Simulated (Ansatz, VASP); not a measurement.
One calculation of C, two programs

```xyz
4
Lattice="2.4657 0.0000 0.0000 -1.2328 2.1353 0.0000 0.0000 0.0000 17.5001" Properties=species:S:1:pos:R:3 pbc="T T T"
C     1.2328    0.7118    4.5000
C     0.0000    1.4235    4.5000
C     1.2328    2.1353    7.8101
C     0.0000    2.8471    7.8100
```

Alike in both runs: task single point; functional PBE; dispersion D3(BJ); k mesh 15 × 15 × 1; occupations gaussian, width 0.1 eV; no spin polarisation.

|  | VASP | Ansatz |
| --- | --- | --- |
| version | VASP 6.6.1 | Ansatz 0.2.0 |
| potentials or method | VASP PAW PBE potentials, release 64 (C), cutoff 520 eV | scalar-relativistic, plane waves, PAW |
| valence electrons in the cell | 16 | 16 |

```csv
,VASP,Ansatz,Ansatz less VASP
gap on the k mesh at the Fermi level (eV),none,none,-
rms of the force components (eV/Å),0.011,0.011,-0.0002
```

Atom by atom the forces differ by 0.000 eV/Å (rms over components). A gap of «none» marks a metal or a gap that the smearing closes.
